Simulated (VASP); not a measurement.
The system is BaTiO3.

```
Ba Ti O
1.0
     3.99980    0.00000    0.00000
     0.00000    3.99980    0.00000
     0.00000    0.00000    4.01800
Ba Ti O
1 1 3
Direct
  0.00000 0.00000 0.00000
  0.50000 0.50000 0.50000
  0.50000 0.50000 0.00000
  0.50000 0.00000 0.50000
  0.00000 0.50000 0.50000
```

- Program: VASP 6.6.1
- Task: relaxation of cell and atoms
- Functional: PBE
- Potentials or basis: VASP PAW PBE potentials, release 64 (Ba_sv, Ti_sv, O)
- Cutoff: 600 eV
- k mesh: 8 × 8 × 8
- Occupations: gaussian, width 0.02 eV
- Spin: no spin polarisation

At the start: pressure 3.3 GPa; volume 12.86 Å³/atom.

**Question.** Where does the relaxation end?

**Answer.** Over 7 steps the energy falls by 2.6 meV/atom and the volume is 13.10 Å³/atom (+1.9 %); space group Pm-3m (No. 221, to 0.05 Å).

Step by step:
```csv
step,energy change (eV),largest force (eV/Å),pressure (GPa),volume (Å³)
1,0.0000,0.0000,3.28,64.28
2,-0.0022,0.0000,-2.84,66.76
3,-0.0130,0.0000,-0.04,65.56
4,-0.0130,0.0000,0.03,65.53
5,-0.0132,0.0000,0.05,65.53
6,-0.0132,0.0000,0.06,65.52
7,-0.0132,0.0000,0.06,65.52
```

Final structure:
```
Ba Ti O
1.0
     4.03142    0.00000    0.00000
     0.00000    4.03142    0.00000
     0.00000    0.00000    4.03142
Ba Ti O
1 1 3
Direct
  0.00000 0.00000 0.00000
  0.50000 0.50000 0.50000
  0.50000 0.50000 0.00000
  0.50000 0.00000 0.50000
  0.00000 0.50000 0.50000
```
